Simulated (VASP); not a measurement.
# ZnS (F-43m) in VASP: a series of runs

The runs below take ZnS through single point, with r2SCAN.

Everything below comes from runs of VASP 6.6.1. Logs are shortened: lines on timing, memory, paths and dates and some standing lists are left out, and cuts for length are marked.

**Measured values to compare with.**

From “Electronic, vibrational, and thermodynamic properties of ZnS (zincblende and rocksalt structure)”, 2009, arxiv:0911.5022, for a bulk crystal of ZnS at 19 K: band gap 3.85 eV (direct).

The runs below are set against these values where they give the same quantity.

**1. The cell of the first run**

It takes space group F-43m (No. 216, cubic). The conventional cell has a = 5.368 Å, b = 5.368 Å, c = 5.368 Å, α = 90.00°, β = 90.00°, γ = 90.00°. Within 3.1 Å of Zn (site symmetry -43m) lie 4 S at 2.32 Å. Within 3.1 Å of S (site symmetry -43m) lie 4 Zn at 2.32 Å.

**2. Single point, r2SCAN**

Contents of POSCAR:

```
ZnS
1.0
    0.0000000000      2.6838652254      2.6838652254
    2.6838652254      0.0000000000      2.6838652254
    2.6838652254      2.6838652254      0.0000000000
Zn S
1 1
Direct
    0.7500000000      0.7500000000      0.7500000000
    0.0000000000      0.0000000000      0.0000000000
```

Contents of INCAR.step1:

```
ALGO     = Normal         # electronic algorithm
EDIFF    = 1E-4           # SCF threshold, eV
ENCUT    = 520            # plane-wave cutoff, eV
GGA      = PE             # functional
ISMEAR   = -1             # smearing method
LASPH    = True           # aspherical terms in the spheres
LCHARG   = False          # write CHGCAR
LREAL    = False          # projectors in reciprocal space
LWAVE    = True           # write WAVECAR
NBANDS   = 16             # bands
NELM     = 80             # most SCF steps
PREC     = Accurate       # precision mode
SIGMA    = 0.05           # smearing width, eV
```

Contents of INCAR.step2:

```
ALGO     = Normal         # electronic algorithm
EDIFF    = 1E-6           # SCF threshold, eV
ENCUT    = 520            # plane-wave cutoff, eV
ISIF     = 2              # what is computed and relaxed
ISMEAR   = -1             # smearing method
ISTART   = 1            
LASPH    = True           # aspherical terms in the spheres
LCHARG   = True           # write CHGCAR
LELF     = True           # ELF
LMIXTAU  = True         
LREAL    = False          # projectors in reciprocal space
LVHAR    = True         
LWAVE    = False          # write WAVECAR
METAGGA  = R2SCAN         # meta-GGA
NBANDS   = 16             # bands
NELM     = 80             # most SCF steps
PREC     = Accurate       # precision mode
SIGMA    = 0.05           # smearing width, eV
```

Contents of KPOINTS:

```
k-points
0
Gamma
  9 9 9
```

Potentials or basis: VASP PAW PBE potentials, release 64 (Zn, S).

Started as:

```sh
$ cat potpaw_PBE.64/Zn/POTCAR potpaw_PBE.64/S/POTCAR > POTCAR
$ cp INCAR.step1 INCAR
$ mpirun -np 1 vasp_std > vasp.out
$ cp INCAR.step2 INCAR
$ mpirun -np 1 vasp_std > vasp.out
```

OUTCAR:

```text
EDIFF = 1E-6
   ENCUT = 520
   ISIF = 2
   ISMEAR = -1
   ISTART = 1
   LASPH = True
   LREAL = False
   METAGGA = R2SCAN
   NELM = 80
   PREC = Accurate

 ion  position               nearest neighbor table
   1  0.750  0.750  0.750-   2 2.32   2 2.32   2 2.32   2 2.32
   2  0.000  0.000  0.000-   1 2.32   1 2.32   1 2.32   1 2.32

  LATTYP: Found a face centered cubic cell.
 ALAT       =     5.3677304508

  Lattice vectors:

 A1 = (   0.0000000000,   2.6838652254,   2.6838652254)
 A2 = (   2.6838652254,   0.0000000000,   2.6838652254)
 A3 = (   2.6838652254,   2.6838652254,   0.0000000000)

Analysis of symmetry for initial positions (statically):
=====================================================================
 Subroutine PRICEL returns:
 Original cell was already a primitive cell.

 Routine SETGRP: Setting up the symmetry group for a
 face centered cubic supercell.

 Subroutine GETGRP returns: Found 24 space group operations
 (whereof 24 operations were pure point group operations)
 out of a pool of 48 trial point group operations.

The static configuration has the point symmetry T_d .

Analysis of symmetry for dynamics (positions and initial velocities):
=====================================================================
 Subroutine PRICEL returns:
 Original cell was already a primitive cell.

 Routine SETGRP: Setting up the symmetry group for a
 face centered cubic supercell.

 Subroutine GETGRP returns: Found 24 space group operations
 (whereof 24 operations were pure point group operations)
 out of a pool of 48 trial point group operations.

The dynamic configuration has the point symmetry T_d .

 Subroutine INISYM returns: Found 24 space group operations
 (whereof 24 operations are pure point group operations),
 and found     1 'primitive' translations

----------------------------------------------------------------------------------------

                                     Primitive cell

  volume of cell :      38.6645

  direct lattice vectors                    reciprocal lattice vectors
     0.000000000  2.683865225  2.683865225    -0.186298476  0.186298476  0.186298476
     2.683865225  0.000000000  2.683865225     0.186298476 -0.186298476  0.186298476
     2.683865225  2.683865225  0.000000000     0.186298476  0.186298476 -0.186298476

  length of vectors
     3.795558601  3.795558601  3.795558601     0.322678425  0.322678425  0.322678425

  position of ions in fractional coordinates (direct lattice)
     0.750000000  0.750000000  0.750000000
     0.000000000  0.000000000  0.000000000

  ion indices of the primitive-cell ions
   primitive index   ion index
                 1           1
                 2           2

----------------------------------------------------------------------------------------

 KPOINTS: k-points

Automatic generation of k-mesh.
 Grid dimensions read from file:
 generate k-points for:    9    9    9

 Generating k-lattice:

  Cartesian coordinates                     Fractional coordinates (reciprocal lattice)
    -0.020699831  0.020699831  0.020699831     0.111111111  0.000000000  0.000000000
     0.020699831 -0.020699831  0.020699831     0.000000000  0.111111111  0.000000000
     0.020699831  0.020699831 -0.020699831     0.000000000  0.000000000  0.111111111

  Length of vectors
     0.035853158  0.035853158  0.035853158

  Shift w.r.t. Gamma in fractional coordinates (k-lattice)
     0.000000000  0.000000000  0.000000000

 Subroutine IBZKPT returns following result:
 ===========================================

 Found     35 irreducible k-points:

 Following reciprocal coordinates:
            Coordinates               Weight
  0.000000  0.000000  0.000000      1.000000
  0.111111  0.000000  0.000000      8.000000
  0.222222  0.000000  0.000000      8.000000
  0.333333  0.000000  0.000000      8.000000
  0.444444  0.000000  0.000000      8.000000
  0.111111  0.111111  0.000000      6.000000
[... 16 lines left out ...]
 -0.333333  0.333333  0.000000     12.000000
  0.444444  0.444444  0.000000      6.000000
 [... further k-points ...]
   k-points           NKPTS =     35   k-points in BZ     NKDIM =     35   number of bands    NBANDS=     16
   number of dos      NEDOS =    301   number of ions     NIONS =      2
   total plane-waves  NPLWV =  21952
   dimension x,y,z NGX =    28 NGY =   28 NGZ =   28
   dimension x,y,z NGXF=    56 NGYF=   56 NGZF=   56
   ions per type =               1   1
   NGX,Y,Z   is equivalent  to a cutoff of  12.26, 12.26, 12.26 a.u.
   NGXF,Y,Z  is equivalent  to a cutoff of  24.53, 24.53, 24.53 a.u.
 SYSTEM =  unknown system
   PREC   = accura    normal or accurate (medium, high low for compatibility)
   ISTART =      1    job   : 0-new  1-cont  2-samecut
   ICHARG =      0    charge: 1-file 2-atom 10-const
   ISPIN  =      1    spin polarized calculation?
   LNONCOLLINEAR =      F non collinear calculations
   LSORBIT =      F    spin-orbit coupling
   LASPH  =      T    aspherical Exc in radial PAW
   ENCUT  =  520.0 eV  38.22 Ry    6.18 a.u.   7.06  7.06  7.06*2*pi/ulx,y,z
   NELM   =     80;   NELMIN=  2; NELMDL=  0     # of ELM steps
   EDIFF  = 0.1E-05   stopping-criterion for ELM
   LREAL  =      F    real-space projection
   EDIFFG = 0.1E-04   stopping-criterion for IOM
   NSW    =      0    number of steps for IOM
   IBRION =     -1    ionic relax: 0-MD 1-quasi-New 2-CG
   NFREE  =      0    steps in history (QN), initial steepest desc. (CG)
   ISIF   =      2    stress and relaxation
   ISYM   =      2    0-nonsym 1-usesym 2-fastsym
   POTIM  = 0.5000    time-step for ionic-motion
   TEBEG  =    0.0;   TEEND  =   0.0 temperature during run
   PSTRESS=    0.0 pullay stress
   NELECT =      18.0000    total number of electrons
   NUPDOWN=      -1.0000    fix difference up-down
   EMIN   =  10.00;   EMAX   =-10.00  energy-range for DOS
   EFERMI =   0.00;   METHOD = LEGACY
   ISMEAR =    -1;   SIGMA  =   0.05  broadening in eV -4-tet -1-fermi 0-gaus
   EFERMI_NEDOS =   21; number of points for ismear=-14 and -15
   IALGO  =     38    algorithm
   IMIX   =      4    mixing-type and parameters
     AMIX     =   0.40;   BMIX     =  1.00
     AMIX_MAG =   1.60;   BMIX_MAG =  1.00
  volume/ion in A,a.u.               =      19.33       130.46
  Fermi-wavevector in a.u.,A,eV,Ry     =   1.268805  2.397694 21.903567  1.609867
  Thomas-Fermi vector in A             =   2.401880
   LORBIT       =      0    0 simple, 1 ext, 2 COOP (PROOUT), +10 PAW based schemes
   METAGGA = R2SCAN    functional components
   LHFCALC =     F    Hartree Fock is set to
   AEXX    =    0.0000 exact exchange contribution
   IVDW    =     0    specifies the selected vdW correction
   LEPSILON=     F    determine dielectric tensor
   LRPA    =     F    only Hartree local field effects (RPA)
 non-spin polarized calculation
  energy-cutoff  :      520.00
  volume of cell :       38.66
 maximum number of plane-waves:      1051
   NGX = 15   NGY = 15   NGZ = 15

 number of electron      18.0000013 magnetization

 Free energy of the ion-electron system (eV)
  ---------------------------------------------------
  ext. energy  EPLUGINS =         0.00000000
  ---------------------------------------------------
  free energy    TOTEN  =       -18.86503807 eV

  energy without entropy =      -18.86503807  energy(sigma->0) =      -18.86503807

 E-fermi :   2.9864     XC(G=0): -10.3869

 val. band max:        2.0230268352   @ k =   0.0000   0.0000   0.0000
 cond. band min:       4.7924922786   @ k =   0.0000   0.0000   0.0000
 fundamental gap:      2.7694654434
 Fermi energy:         2.9864257311

 k-point     1 :       0.0000    0.0000    0.0000
  band No.  band energies     occupation
      1     -11.8001      2.00000
      2      -4.5593      2.00000
      3      -4.5593      2.00000
      4      -4.5593      2.00000
      5      -3.9871      2.00000
      6      -3.9871      2.00000
[... 8 lines left out ...]
     15      14.3497      0.00000
     16      14.6878      0.00000

 k-point     2 :       0.1111    0.0000    0.0000
  band No.  band energies     occupation
      1     -11.7017      2.00000
      2      -4.5584      2.00000
      3      -4.5407      2.00000
      4      -4.5407      2.00000
      5      -3.9886      2.00000
      6      -3.9886      2.00000
[... 8 lines left out ...]
     15      13.8168      0.00000
     16      15.3905      0.00000

 k-point     3 :       0.2222    0.0000    0.0000
  band No.  band energies     occupation
      1     -11.4361      2.00000
      2      -4.5273      2.00000
      3      -4.4967      2.00000
      4      -4.4967      2.00000
      5      -3.9874      2.00000
      6      -3.9874      2.00000
[... 8 lines left out ...]
     15      13.4642      0.00000
     16      15.0690      0.00000

 k-point     4 :       0.3333    0.0000    0.0000
  band No.  band energies     occupation
      1     -11.0988      2.00000
      2      -4.4540      2.00000
      3      -4.4540      2.00000
      4      -4.3834      2.00000
      5      -3.9750      2.00000
      6      -3.9750      2.00000
[... 8 lines left out ...]
     15      14.2179      0.00000
     16      14.5501      0.00000

 k-point     5 :       0.4444    0.0000    0.0000
  band No.  band energies     occupation
      1     -10.8524      2.00000
      2      -4.4318      2.00000
      3      -4.4317      2.00000
      4      -4.0050      2.00000
      5      -3.9588      2.00000
      6      -3.9587      2.00000
[... 8 lines left out ...]
     15      15.7171      0.00000
     16      15.7171      0.00000

 k-point     6 :       0.1111    0.1111    0.0000
  band No.  band energies     occupation
      1     -11.6689      2.00000
      2      -4.5756      2.00000
      3      -4.5254      2.00000
      4      -4.5254      2.00000
      5      -4.0013      2.00000
      6      -3.9775      2.00000
[... 8 lines left out ...]
     15      14.5182      0.00000
     16      15.7865      0.00000
[... 267 lines left out ...]
 k-point    21 :       0.4444    0.3333    0.0000
  band No.  band energies     occupation
      1     -10.6547      2.00000
      2      -4.5547      2.00000
      3      -4.2517      2.00000
      4      -4.2343      2.00000
      5      -3.9207      2.00000
      6      -3.9007      2.00000
[... 8 lines left out ...]
     15      16.3867      0.00000
     16      18.2484      0.00000

 k-point    22 :      -0.4444    0.3333    0.0000
  band No.  band energies     occupation
      1     -10.5345      2.00000
      2      -4.4752      2.00000
      3      -4.2489      2.00000
      4      -4.1446      2.00000
      5      -3.9397      2.00000
      6      -3.6934      2.00000
[... 8 lines left out ...]
     15      15.7431      0.00000
     16      18.1921      0.00000

 k-point    23 :      -0.3333    0.3333    0.0000
  band No.  band energies     occupation
      1     -10.5682      2.00000
      2      -4.4335      2.00000
      3      -4.2913      2.00000
      4      -4.0550      2.00000
      5      -3.9712      2.00000
      6      -3.7080      2.00000
[... 8 lines left out ...]
     15      14.3283      0.00000
     16      19.5167      0.00000

 k-point    24 :       0.4444    0.4444    0.0000
  band No.  band energies     occupation
      1     -10.5326      2.00000
      2      -4.5820      2.00000
      3      -4.1961      2.00000
      4      -4.1961      2.00000
      5      -3.9074      2.00000
      6      -3.8281      2.00000
[... 8 lines left out ...]
     15      16.3095      0.00000
     16      17.8953      0.00000

 [... further k-points ...]
[... 5 lines left out ...]
  --------------------------------------------------------------------------------------
  -------------------------------------------------------------------------------------
  Total        0.2273216      0.2273216      0.2273216     -0.0000000      0.0000000      0.0000000
  in kB        9.4197461      9.4197461      9.4197461     -0.0000000      0.0000000      0.0000000
  external PRESSURE =       9.4197461 kB  Pullay stress =       0.0000000 kB

 VOLUME and BASIS-vectors are now :
 -----------------------------------------------------------------------------
  energy-cutoff  :      520.00
  volume of cell :       38.66
      direct lattice vectors                 reciprocal lattice vectors
     0.000000000  2.683865225  2.683865225    -0.186298476  0.186298476  0.186298476
     2.683865225  0.000000000  2.683865225     0.186298476 -0.186298476  0.186298476
     2.683865225  2.683865225  0.000000000     0.186298476  0.186298476 -0.186298476

 POSITION                                       TOTAL-FORCE (eV/Angst)
 -----------------------------------------------------------------------------------
      4.02580      4.02580      4.02580        -0.000000     -0.000000     -0.000000
      0.00000      0.00000      0.00000         0.000000      0.000000      0.000000
 -----------------------------------------------------------------------------------
    total drift:                                0.000011      0.000011      0.000010

  FREE ENERGIE OF THE ION-ELECTRON SYSTEM (eV)
  ---------------------------------------------------
  free  energy   TOTEN  =       -18.8650380704 eV

  energy  without entropy=      -18.8650380704  energy(sigma->0) =      -18.86503807
```

It took 93 s on 1 thread of AMD EPYC 7R43 (Zen 3), shared host; peak memory 0.13 GiB.

What came out:

```yaml
Free_energy: -18.8650 eV
Pressure: 0.9 GPa
Band_gap_on_the_k_mesh: 2.77 eV, direct
```

Caveat: the PAW data sets were made with another functional, which shifts forces and pressure a little.

**3. Single point, r2SCAN**

This run uses another cell than the first one, of 19.73 Å³/atom, 1.020 times its volume.

Contents of POSCAR:

```
ZnS
1.0
    0.0000000000      2.7020000000      2.7020000000
    2.7020000000      0.0000000000      2.7020000000
    2.7020000000      2.7020000000      0.0000000000
Zn S
1 1
Direct
    0.7500000000      0.7500000000      0.7500000000
    0.0000000000      0.0000000000      0.0000000000
```

Contents of INCAR.step1:

```
SYSTEM = ZnS
  ALGO = Normal
  EDIFF = 1E-4
  ENCUT = 520
  GGA = PE
  ISMEAR = -1
  LASPH = .TRUE.
  LCHARG = .FALSE.
  LREAL = .FALSE.
  LWAVE = .TRUE.
  NBANDS = 16
  NELM = 100
  PREC = Accurate
  SIGMA = 0.05
```

Contents of INCAR.step2:

```
SYSTEM = ZnS
  ALGO = Normal
  EDIFF = 1E-7
  ENCUT = 520
  ISIF = 2
  ISMEAR = -1
  ISTART = 1
  LASPH = .TRUE.
  LCHARG = .FALSE.
  LMIXTAU = .TRUE.
  LREAL = .FALSE.
  LWAVE = .FALSE.
  METAGGA = R2SCAN
  NBANDS = 16
  NELM = 100
  PREC = Accurate
  SIGMA = 0.05
```

Contents of KPOINTS:

```
k-points
0
G
  9 9 9
  0 0 0
```

Potentials or basis: VASP PAW PBE potentials, release 64 (Zn, S).

Started as:

```sh
$ cat potpaw_PBE.64/Zn/POTCAR potpaw_PBE.64/S/POTCAR > POTCAR
$ cp INCAR.step1 INCAR
$ mpirun -np 1 vasp_std > vasp.out
$ cp INCAR.step2 INCAR
$ mpirun -np 1 vasp_std > vasp.out
```

It took 1.9 min on 1 thread of AMD EPYC 7R43 (Zen 3), shared host; peak memory 0.14 GiB.

Results (log left out):

```yaml
Free_energy: -18.8657 eV
Pressure: -0.6 GPa
Band_gap_on_the_k_mesh: 2.67 eV, direct
```

Levels at points of the mesh, in eV from the valence-band top:
```
           k point  band 6  band 7  band 8  band 9  band 10  band 11  band 12  band 13
(0.00, 0.00, 0.00)   -5.95    0.00    0.00    0.00     2.67     6.90     6.90     6.90
```

Caveat: the PAW data sets were made with another functional, which shifts forces and pressure a little.

**4. How close it comes**

Step 2. Against the measured gap of ZnS, 3.85 eV (direct; 19 K; quoted in “Electronic, vibrational, and thermodynamic properties of ZnS (zincblende and rocksalt structure)”, 2009, arxiv:0911.5022), the calculated 2.77 eV is off by -1.08 eV. The value is that of r2SCAN, without temperature or zero-point motion.

Step 3. Measured gap of ZnS: 3.85 eV (direct; 19 K; quoted in “Electronic, vibrational, and thermodynamic properties of ZnS (zincblende and rocksalt structure)”, 2009, arxiv:0911.5022). This calculation gives 2.67 eV (-1.18 eV). The value is that of r2SCAN, without temperature or zero-point motion.
